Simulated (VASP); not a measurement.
BN: single point with PBE

The system is BN.

```
B N
1.0
     2.55458    0.00000    0.00000
    -1.27729    2.21233    0.00000
     0.00000    0.00000    4.22451
B N
2 2
Direct
  0.70505 0.33333 0.99981
  0.29495 0.66667 0.49981
  0.62556 0.33333 0.62519
  0.37444 0.66667 0.12519
```

This cell differs from its parent crystal: mode 4 (471.6 1/cm) frozen in, largest displacement +0.105 Å.

| Quantity | Value |
| --- | --- |
| Program | VASP 6.6.1 |
| Task | single point |
| Functional | PBE |
| Potentials or basis | VASP PAW PBE potentials, release 64 (B, N) |
| Cutoff | 520 eV |
| k mesh | 12 × 12 × 6 |
| Occupations | gaussian, width 0.05 eV |
| Spin | no spin polarisation |

```
Pressure               : -0.1 GPa
Largest force          : 1.220 eV/Å
Band gap on the k mesh : 5.00 eV, indirect (least direct gap 7.92 eV)
```

Forces on the atoms (eV/Å):
```
B   -0.854 -0.047  0.016
B    0.854  0.047  0.016
N    1.219 -0.059 -0.016
N   -1.219  0.059 -0.016
```

Stress tensor (GPa, compression positive):
```
-2.33 -3.67  0.00
-3.67  0.89  0.00
 0.00  0.00  1.11
```

Levels at points of the mesh, in eV from the valence-band top:
| k point | band 4 | band 5 | band 6 | band 7 | band 8 | band 9 | band 10 | band 11 | band 12 | band 13 |
| --- | --- | --- | --- | --- | --- | --- | --- | --- | --- | --- |
| (0.00, 0.00, 0.00) | -2.22 | -1.96 | -0.29 | -0.18 | 0.00 | 7.92 | 8.43 | 8.45 | 9.80 | 10.05 |
| (0.50, 0.00, 0.00) | -7.60 | -7.20 | -4.97 | -3.78 | -2.21 | 6.59 | 6.78 | 10.49 | 11.00 | 13.55 |
| (0.00, 0.50, 0.00) | -7.81 | -6.89 | -4.88 | -4.29 | -2.34 | 6.78 | 7.90 | 10.28 | 10.97 | 12.65 |
| (0.50, 0.50, 0.00) | -8.16 | -6.38 | -4.93 | -4.77 | -2.20 | 6.55 | 8.90 | 10.43 | 11.10 | 12.40 |
| (0.00, 0.00, 0.50) | -5.67 | -1.25 | -1.25 | -1.18 | -1.18 | 9.08 | 9.08 | 9.78 | 9.78 | 10.05 |
| (0.50, 0.00, 0.50) | -9.86 | -3.95 | -3.95 | -3.51 | -3.51 | 6.27 | 6.27 | 10.14 | 10.14 | 14.12 |
| (0.00, 0.50, 0.50) | -9.98 | -4.08 | -4.08 | -3.19 | -3.19 | 6.41 | 6.41 | 9.86 | 9.86 | 13.95 |
| (0.50, 0.50, 0.50) | -10.14 | -3.85 | -3.85 | -3.21 | -3.21 | 6.57 | 6.57 | 9.36 | 9.36 | 14.03 |

It took 43 s on 1 thread of Intel(R) Xeon(R) 6975P-C (Granite Rapids), with other jobs on the host, peak memory 0.2 GiB.

Caveat: the cell differs from its parent crystal (mode 4 (471.6 1/cm) frozen in, largest displacement +0.105 Å); forces of over 1 eV/Å act on the atoms, so gaps and moduli don't describe the material at rest. A k mesh can miss the band edges.
